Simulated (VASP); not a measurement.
# CaSe (Fm-3m) in VASP: notebook

Runs on CaSe. Level: PBE. Tasks: single point.

All numbers are computed with VASP 6.6.1; they aren't measurements. Logs are shortened: lines on timing, memory, paths and dates and some standing lists are left out, and cuts for length are marked.

**1. The cell of the first run**

Symmetry: Fm-3m, No. 225, cubic system. Conventional cell: a = 5.596 Å, b = 5.596 Å, c = 5.596 Å, α = 90.00°, β = 90.00°, γ = 90.00°. Ca (site symmetry m-3m) has 6 Se at 2.80 Å within 3.7 Å. Se (site symmetry m-3m) has 6 Ca at 2.80 Å within 3.7 Å.

**2. Single point, PBE**

File INCAR:

```
ALGO = Normal
EDIFF = 1E-6
ENCUT = 500
GGA = PE
GGA_COMPAT = False
ISIF = 2
ISMEAR = 0
LASPH = True
LCHARG = True
LELF = True
LREAL = False
LVHAR = True
LWAVE = False
NBANDS = 15
NELM = 120
PREC = Accurate
SIGMA = 0.01
```

File KPOINTS:

```
k-points
0
Gamma
  4 4 4
```

File POSCAR:

```
CaSe
1.0
    0.0000000000      2.7980897600      2.7980897600
    2.7980897600      0.0000000000      2.7980897600
    2.7980897600      2.7980897600      0.0000000000
Ca Se
1 1
Direct
    0.0000000000      0.0000000000      0.0000000000
    0.5000000000      0.5000000000      0.5000000000
```

Potentials or basis: VASP PAW PBE potentials, release 64 (Ca_sv, Se).

The run is started by

```sh
$ cat potpaw_PBE.64/Ca_sv/POTCAR potpaw_PBE.64/Se/POTCAR > POTCAR
$ mpirun -np 1 vasp_std > vasp.out
```

OUTCAR:

```text
EDIFF = 1E-6
   ENCUT = 500
   GGA = PE
   ISIF = 2
   ISMEAR = 0
   LASPH = True
   LREAL = False
   NELM = 120
   PREC = Accurate

 ion  position               nearest neighbor table
   1  0.000  0.000  0.000-   2 2.80   2 2.80   2 2.80   2 2.80   2 2.80   2 2.80
   2  0.500  0.500  0.500-   1 2.80   1 2.80   1 2.80   1 2.80   1 2.80   1 2.80

  LATTYP: Found a face centered cubic cell.
 ALAT       =     5.5961795200

  Lattice vectors:

 A1 = (   0.0000000000,   2.7980897600,   2.7980897600)
 A2 = (   2.7980897600,   0.0000000000,   2.7980897600)
 A3 = (   2.7980897600,   2.7980897600,   0.0000000000)

Analysis of symmetry for initial positions (statically):
=====================================================================
 Subroutine PRICEL returns:
 Original cell was already a primitive cell.

 Routine SETGRP: Setting up the symmetry group for a
 face centered cubic supercell.

 Subroutine GETGRP returns: Found 48 space group operations
 (whereof 48 operations were pure point group operations)
 out of a pool of 48 trial point group operations.

The static configuration has the point symmetry O_h .

Analysis of symmetry for dynamics (positions and initial velocities):
=====================================================================
 Subroutine PRICEL returns:
 Original cell was already a primitive cell.

 Routine SETGRP: Setting up the symmetry group for a
 face centered cubic supercell.

 Subroutine GETGRP returns: Found 48 space group operations
 (whereof 48 operations were pure point group operations)
 out of a pool of 48 trial point group operations.

The dynamic configuration has the point symmetry O_h .

 Subroutine INISYM returns: Found 48 space group operations
 (whereof 48 operations are pure point group operations),
 and found     1 'primitive' translations

----------------------------------------------------------------------------------------

                                     Primitive cell

  volume of cell :      43.8142

  direct lattice vectors                    reciprocal lattice vectors
     0.000000000  2.798089760  2.798089760    -0.178693338  0.178693338  0.178693338
     2.798089760  0.000000000  2.798089760     0.178693338 -0.178693338  0.178693338
     2.798089760  2.798089760  0.000000000     0.178693338  0.178693338 -0.178693338

  length of vectors
     3.957096487  3.957096487  3.957096487     0.309505941  0.309505941  0.309505941

  position of ions in fractional coordinates (direct lattice)
     0.000000000  0.000000000  0.000000000
     0.500000000  0.500000000  0.500000000

  ion indices of the primitive-cell ions
   primitive index   ion index
                 1           1
                 2           2

----------------------------------------------------------------------------------------

 KPOINTS: k-points

Automatic generation of k-mesh.
 Grid dimensions read from file:
 generate k-points for:    4    4    4

 Generating k-lattice:

  Cartesian coordinates                     Fractional coordinates (reciprocal lattice)
    -0.044673335  0.044673335  0.044673335     0.250000000  0.000000000  0.000000000
     0.044673335 -0.044673335  0.044673335     0.000000000  0.250000000  0.000000000
     0.044673335  0.044673335 -0.044673335     0.000000000  0.000000000  0.250000000

  Length of vectors
     0.077376485  0.077376485  0.077376485

  Shift w.r.t. Gamma in fractional coordinates (k-lattice)
     0.000000000  0.000000000  0.000000000

 Subroutine IBZKPT returns following result:
 ===========================================

 Found      8 irreducible k-points:

 Following reciprocal coordinates:
            Coordinates               Weight
  0.000000  0.000000  0.000000      1.000000
  0.250000  0.000000  0.000000      8.000000
  0.500000  0.000000  0.000000      4.000000
  0.250000  0.250000  0.000000      6.000000
  0.500000  0.250000  0.000000     24.000000
 -0.250000  0.250000  0.000000     12.000000
  0.500000  0.500000  0.000000      3.000000
 -0.250000  0.500000  0.250000      6.000000
   k-points           NKPTS =      8   k-points in BZ     NKDIM =      8   number of bands    NBANDS=     15
   number of dos      NEDOS =    301   number of ions     NIONS =      2
   total plane-waves  NPLWV =  27000
   dimension x,y,z NGX =    30 NGY =   30 NGZ =   30
   dimension x,y,z NGXF=    60 NGYF=   60 NGZF=   60
   ions per type =               1   1
   NGX,Y,Z   is equivalent  to a cutoff of  12.60, 12.60, 12.60 a.u.
   NGXF,Y,Z  is equivalent  to a cutoff of  25.21, 25.21, 25.21 a.u.
 SYSTEM =  unknown system
   PREC   = accura    normal or accurate (medium, high low for compatibility)
   ISTART =      0    job   : 0-new  1-cont  2-samecut
   ICHARG =      2    charge: 1-file 2-atom 10-const
   ISPIN  =      1    spin polarized calculation?
   LNONCOLLINEAR =      F non collinear calculations
   LSORBIT =      F    spin-orbit coupling
   LASPH  =      T    aspherical Exc in radial PAW
   ENCUT  =  500.0 eV  36.75 Ry    6.06 a.u.   7.21  7.21  7.21*2*pi/ulx,y,z
   NELM   =    120;   NELMIN=  2; NELMDL= -5     # of ELM steps
   EDIFF  = 0.1E-05   stopping-criterion for ELM
   LREAL  =      F    real-space projection
   EDIFFG = 0.1E-04   stopping-criterion for IOM
   NSW    =      0    number of steps for IOM
   IBRION =     -1    ionic relax: 0-MD 1-quasi-New 2-CG
   NFREE  =      0    steps in history (QN), initial steepest desc. (CG)
   ISIF   =      2    stress and relaxation
   ISYM   =      2    0-nonsym 1-usesym 2-fastsym
   POTIM  = 0.5000    time-step for ionic-motion
   TEBEG  =    0.0;   TEEND  =   0.0 temperature during run
   PSTRESS=    0.0 pullay stress
   NELECT =      16.0000    total number of electrons
   NUPDOWN=      -1.0000    fix difference up-down
   EMIN   =  10.00;   EMAX   =-10.00  energy-range for DOS
   EFERMI =   0.00;   METHOD = LEGACY
   ISMEAR =     0;   SIGMA  =   0.01  broadening in eV -4-tet -1-fermi 0-gaus
   EFERMI_NEDOS =   21; number of points for ismear=-14 and -15
   IALGO  =     38    algorithm
   IMIX   =      4    mixing-type and parameters
     AMIX     =   0.40;   BMIX     =  1.00
     AMIX_MAG =   1.60;   BMIX_MAG =  1.00
  volume/ion in A,a.u.               =      21.91       147.84
  Fermi-wavevector in a.u.,A,eV,Ry     =   1.170154  2.211271 18.629933  1.369261
  Thomas-Fermi vector in A             =   2.306617
   LORBIT       =      0    0 simple, 1 ext, 2 COOP (PROOUT), +10 PAW based schemes
   GGA     = PE    functional components
   LHFCALC =     F    Hartree Fock is set to
   AEXX    =    0.0000 exact exchange contribution
   IVDW    =     0    specifies the selected vdW correction
   LEPSILON=     F    determine dielectric tensor
   LRPA    =     F    only Hartree local field effects (RPA)
 non-spin polarized calculation
 Gauss-broadening in eV      SIGMA  =   0.01
  energy-cutoff  :      500.00
  volume of cell :       43.81
 maximum number of plane-waves:      1139
 NGX is ok and might be reduce to    30
   NGX = 15   NGY = 15   NGZ = 15

 number of electron      15.9999996 magnetization

 Free energy of the ion-electron system (eV)
  ---------------------------------------------------
  ext. energy  EPLUGINS =         0.00000000
  ---------------------------------------------------
  free energy    TOTEN  =        -9.12609785 eV

  energy without entropy =       -9.12609785  energy(sigma->0) =       -9.12609785

 E-fermi :   3.7927     XC(G=0):  -9.8763

 val. band max:        3.7375132878   @ k =   0.0000   0.0000   0.0000
 cond. band min:       5.2463385580   @ k =   0.5000   0.5000   0.0000
 fundamental gap:      1.5088252702
 Fermi energy:         3.7927191795

 k-point     1 :       0.0000    0.0000    0.0000
  band No.  band energies     occupation
      1     -35.5888      2.00000
      2     -16.6136      2.00000
      3     -16.6136      2.00000
      4     -16.6136      2.00000
      5      -8.7155      2.00000
      6       3.7375      2.00000
      7       3.7375      2.00000
      8       3.7375      2.00000
      9       7.2829      0.00000
     10       7.2829      0.00000
     11       7.2829      0.00000
     12       8.0314      0.00000
     13       8.0314      0.00000
     14       8.0623      0.00000
     15      13.6136      0.00000

 k-point     2 :       0.2500    0.0000    0.0000
  band No.  band energies     occupation
      1     -35.5804      2.00000
      2     -16.7425      2.00000
      3     -16.6203      2.00000
      4     -16.6203      2.00000
      5      -8.2077      2.00000
      6       1.3433      2.00000
      7       2.7658      2.00000
      8       2.7658      2.00000
      9       7.5081      0.00000
     10       8.1908      0.00000
     11       8.1908      0.00000
     12       9.8763      0.00000
     13       9.8763      0.00000
     14      10.4898      0.00000
     15      14.0179      0.00000

 k-point     3 :       0.5000    0.0000    0.0000
  band No.  band energies     occupation
      1     -35.5719      2.00000
      2     -16.8642      2.00000
      3     -16.6270      2.00000
      4     -16.6270      2.00000
      5      -7.6210      2.00000
      6      -0.2497      2.00000
      7       2.1231      2.00000
      8       2.1231      2.00000
      9       8.4918      0.00000
     10       9.5919      0.00000
     11       9.5919      0.00000
     12       9.6385      0.00000
     13      12.2638      0.00000
     14      12.2638      0.00000
     15      12.3317      0.00000
[... 55 lines left out ...]
 k-point     7 :       0.5000    0.5000    0.0000
  band No.  band energies     occupation
      1     -35.5665      2.00000
      2     -16.7840      2.00000
      3     -16.6806      2.00000
      4     -16.6806      2.00000
      5      -7.9287      2.00000
      6       0.7737      2.00000
      7       2.6411      2.00000
      8       2.6411      2.00000
      9       5.2463      0.00000
     10       8.9972      0.00000
     11       9.5336      0.00000
     12      10.2721      0.00000
     13      10.2721      0.00000
     14      10.5102      0.00000
     15      15.1061      0.00000

 k-point     8 :      -0.2500    0.5000    0.2500
  band No.  band energies     occupation
      1     -35.5664      2.00000
      2     -16.7322      2.00000
      3     -16.7322      2.00000
      4     -16.6989      2.00000
      5      -7.7568      2.00000
      6       1.3486      2.00000
      7       1.3486      2.00000
      8       1.6457      2.00000
      9       8.2125      0.00000
     10       8.2125      0.00000
     11       9.4082      0.00000
     12      10.0815      0.00000
     13      10.2807      0.00000
     14      13.7485      0.00000
     15      13.8631      0.00000

------------------------ aborting loop because EDIFF is reached ----------------------------------------

  FORCE on cell =-STRESS in cart. coord.  units (eV):
  Direction    XX          YY          ZZ          XY          YZ          ZX
  --------------------------------------------------------------------------------------
  -------------------------------------------------------------------------------------
  Total        3.7836650      3.7836650      3.7836650      0.0000000      0.0000000      0.0000000
  in kB      138.3592959    138.3592959    138.3592959      0.0000000      0.0000000      0.0000000
  external PRESSURE =     138.3592959 kB  Pullay stress =       0.0000000 kB

 VOLUME and BASIS-vectors are now :
 -----------------------------------------------------------------------------
  energy-cutoff  :      500.00
  volume of cell :       43.81
      direct lattice vectors                 reciprocal lattice vectors
     0.000000000  2.798089760  2.798089760    -0.178693338  0.178693338  0.178693338
     2.798089760  0.000000000  2.798089760     0.178693338 -0.178693338  0.178693338
     2.798089760  2.798089760  0.000000000     0.178693338  0.178693338 -0.178693338

 POSITION                                       TOTAL-FORCE (eV/Angst)
 -----------------------------------------------------------------------------------
      0.00000      0.00000      0.00000         0.000000      0.000000      0.000000
      2.79809      2.79809      2.79809         0.000000      0.000000     -0.000000
 -----------------------------------------------------------------------------------
    total drift:                               -0.000000      0.000000      0.000000

  FREE ENERGIE OF THE ION-ELECTRON SYSTEM (eV)
  ---------------------------------------------------
  free  energy   TOTEN  =        -9.1260978503 eV

  energy  without entropy=       -9.1260978503  energy(sigma->0) =       -9.12609785
```

Wall time 4.7 s (1 thread of AMD EPYC 9R45 (Zen 5), shared host); peak memory 0.13 GiB.

What came out:

- Free energy: -9.1261 eV
- Pressure: 13.8 GPa
- Band gap on the k mesh: 1.51 eV, indirect (least direct gap 2.61 eV)

Caveat: the k points lie up to 0.49 Å⁻¹ apart. A k mesh can miss the band edges.

**3. Single point, PBE**

File INCAR:

```
SYSTEM = CaSe
PREC = Accurate
ENCUT = 500
EDIFF = 1E-6
ISMEAR = 0
SIGMA = 0.01
LREAL = .FALSE.
LASPH = .TRUE.
NELM = 120
ALGO = Normal
ISIF = 2
LWAVE = .FALSE.
LCHARG = .FALSE.
GGA = PE
NBANDS = 15
GGA_COMPAT = .FALSE.
```

File KPOINTS:

```
Automatic mesh
0
G
  4 4 4
  0 0 0
```

POSCAR is that of step 2.

Potentials or basis: VASP PAW PBE potentials, release 64 (Ca_sv, Se).

The run is started by

```sh
$ cat potpaw_PBE.64/Ca_sv/POTCAR potpaw_PBE.64/Se/POTCAR > POTCAR
$ mpirun -np 1 vasp_std > vasp.out
```

Run time: 4.4 s. Hardware: 1 thread of AMD EPYC 9R45 (Zen 5), shared host; peak memory 0.13 GiB.

Results (log left out):

| Item | Value |
| --- | --- |
| Free energy | -9.1261 eV |
| Pressure | 13.8 GPa |
| Band gap on the k mesh | 1.51 eV, indirect (least direct gap 2.61 eV) |

Levels at points of the mesh, in eV from the valence-band top:
```tsv
k point	band 4	band 5	band 6	band 7	band 8	band 9	band 10	band 11	band 12	band 13
(0.00, 0.00, 0.00)	-20.35	-12.45	0.00	0.00	0.00	3.55	3.55	3.55	4.29	4.29
(0.50, 0.00, 0.00)	-20.36	-11.36	-3.99	-1.61	-1.61	4.75	5.85	5.85	5.90	8.53
(0.50, 0.50, 0.00)	-20.42	-11.67	-2.96	-1.10	-1.10	1.51	5.26	5.80	6.53	6.53
```

Caveat: the k points lie up to 0.49 Å⁻¹ apart.

**4. Single point, PBE**

This run uses another cell than the first one, of 23.31 Å³/atom, 1.064 times its volume.

File INCAR:

```
SYSTEM = CaSe
  PREC = Accurate
  ENCUT = 500
  EDIFF = 1E-6
  ISMEAR = 0
  SIGMA = 0.01
  LREAL = .False.
  LASPH = .True.
  NELM = 120
  ALGO = Normal
  ISIF = 2
  LWAVE = .False.
  LCHARG = .True.
  GGA = PE
  LELF = .True.
  LVHAR = .True.
  NBANDS = 15
  GGA_COMPAT = .False.
```

File KPOINTS:

```
Automatic mesh
0
Gamma
  4 4 4
  0 0 0
```

File POSCAR:

```
CaSe
1.0
    0.0000000000      2.8564000000      2.8564000000
    2.8564000000      0.0000000000      2.8564000000
    2.8564000000      2.8564000000      0.0000000000
Ca Se
1 1
Direct
    0.0000000000      0.0000000000      0.0000000000
    0.5000000000      0.5000000000      0.5000000000
```

The run is started by

```sh
$ cat potpaw_PBE.64/Ca_sv/POTCAR potpaw_PBE.64/Se/POTCAR > POTCAR
$ mpirun -np 1 vasp_std > vasp.out
```

Run time: 4.8 s. Hardware: 1 thread of AMD EPYC 9R45 (Zen 5), shared host; peak memory 0.13 GiB.

It converged, with:

- Free energy: -9.3175 eV
- Pressure: 8.3 GPa
- Band gap on the k mesh: 1.72 eV, indirect (least direct gap 2.76 eV)

Levels at points of the mesh, in eV from the valence-band top:
| k point | band 5 | band 6 | band 7 | band 8 | band 9 | band 10 | band 11 | band 12 |
| --- | --- | --- | --- | --- | --- | --- | --- | --- |
| (0.00, 0.00, 0.00) | -12.19 | 0.00 | 0.00 | 0.00 | 3.62 | 3.62 | 3.62 | 3.94 |
| (0.50, 0.00, 0.00) | -11.26 | -3.71 | -1.45 | -1.45 | 4.67 | 5.73 | 5.73 | 5.75 |
| (0.50, 0.50, 0.00) | -11.48 | -2.80 | -1.04 | -1.04 | 1.72 | 5.19 | 5.51 | 6.36 |

Caveat: the k points lie up to 0.48 Å⁻¹ apart. A k mesh can miss the band edges.
